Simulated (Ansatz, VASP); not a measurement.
# Al: VASP beside Ansatz

```
Al
1.0
    -1.62304    1.62304    1.59122
     1.62304   -1.62304    1.59122
     1.62304    1.62304   -1.59122
Al
1
Direct
  0.00000 0.00000 0.00000
```

Change from the starting cell: strain +0.0200 x Voigt [1, 1, 0, 0, 0, 0], atoms carried along.

Alike in both runs: task single point; functional r2SCAN; k mesh 20 × 20 × 20; occupations gaussian, width 0.15 eV; no spin polarisation.

|  | VASP | Ansatz |
| --- | --- | --- |
| version | VASP 6.6.1 | Ansatz 0.2.0 |
| potentials or method | VASP PAW PBE potentials, release 64 (Al), cutoff 520 eV | scalar-relativistic, plane waves, PAW |
| valence electrons in the cell | 3 | 3 |

Ansatz gave:

| Property | Result |
| --- | --- |
| gap on the k mesh at the Fermi level (eV) | none |
| pressure (GPa) | -2.6 |
| traceless stress, the component that is largest in VASP (GPa) | -0.69 |

Q: What did VASP give for the same quantities?

A: gap on the k mesh at the Fermi level (eV): none; pressure (GPa): -2.9; traceless stress, the component that is largest in VASP (GPa): -0.69.

VASP's potentials were made for PBE, not for r2SCAN. A gap of «none» marks a metal or a gap that the smearing closes.
